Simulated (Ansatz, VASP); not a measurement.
## Two plane-wave programs on SnSe

```xyz
8
Lattice="11.7847 0.0000 0.0000 0.0000 4.2056 0.0000 0.0000 0.0000 4.5666" Properties=species:S:1:pos:R:3 pbc="T T T"
Sn    7.3208    3.1542    1.7530
Sn   10.3562    1.0514    4.0363
Sn    4.4639    1.0514    2.8136
Sn    1.4284    3.1542    0.5303
Se    1.7121    1.0514    2.3913
Se    7.6044    1.0514    4.4587
Se    4.1803    3.1542    0.1080
Se   10.0726    3.1542    2.1754
```

Alike in both runs: functional PBE; k mesh 4 × 8 × 6; occupations gaussian, width 0.02 eV; no spin polarisation.

Ansatz relaxed the structure, and its values are those at the end. VASP's run is a single point on that final structure, the one shown.

|  | VASP | Ansatz |
| --- | --- | --- |
| version | VASP 6.6.1 | Ansatz 0.2.0 |
| potentials or method | VASP PAW PBE potentials, release 64 (Sn_d, Se), cutoff 520 eV | scalar-relativistic, plane waves, PAW |
| valence electrons in the cell | 80 | 120 |

Ansatz gave:

| Property | Result |
| --- | --- |
| gap on the k mesh at the Fermi level (eV) | 0.67 |
| least direct gap on the mesh (eV) | 0.95 |
| pressure (GPa) | 0.0 |
| rms of the force components (eV/Å) | 0.002 |

Task: Estimate VASP's values.

Result: gap on the k mesh at the Fermi level (eV): 0.67; least direct gap on the mesh (eV): 0.95; pressure (GPa): 0.0; rms of the force components (eV/Å): 0.010.

With one functional, cell and mesh, what is left measures potentials, basis and numerics. VASP's potentials hold 80 valence electrons a cell and Ansatz's 120, so a difference there can come from the potentials and not from the codes.
